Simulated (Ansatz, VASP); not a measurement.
## C: VASP beside Ansatz

```
C
1.0
     0.00000    1.76605    1.76605
     1.76605    0.00000    1.76605
     1.76605    1.76605    0.00000
C
2
Direct
  0.50000 0.50000 0.50000
  0.75000 0.75000 0.75000
```

Alike in both runs: functional LDA; k mesh 10 × 10 × 10; occupations gaussian, width 0.1 eV; no spin polarisation.

Ansatz relaxed the structure, and its values are those at the end. VASP's run is a single point on that final structure, the one shown.

|  | VASP | Ansatz |
| --- | --- | --- |
| version | VASP 6.6.1 | Ansatz 0.2.0 |
| potentials or method | VASP PAW LDA potentials, release 64 (C), cutoff 600 eV | scalar-relativistic, plane waves, PAW |
| valence electrons in the cell | 8 | 8 |

Ansatz gave:

| Property | Result |
| --- | --- |
| gap on the k mesh at the Fermi level (eV) | 4.21 |
| least direct gap on the mesh (eV) | 5.62 |
| pressure (GPa) | -0.1 |

Question: What did VASP give for the same quantities?

Answer: gap on the k mesh at the Fermi level (eV): 4.20; least direct gap on the mesh (eV): 5.63; pressure (GPa): 0.7.

LDA's correlation is that of Perdew and Zunger in VASP and of Perdew and Wang (1992) in Ansatz.
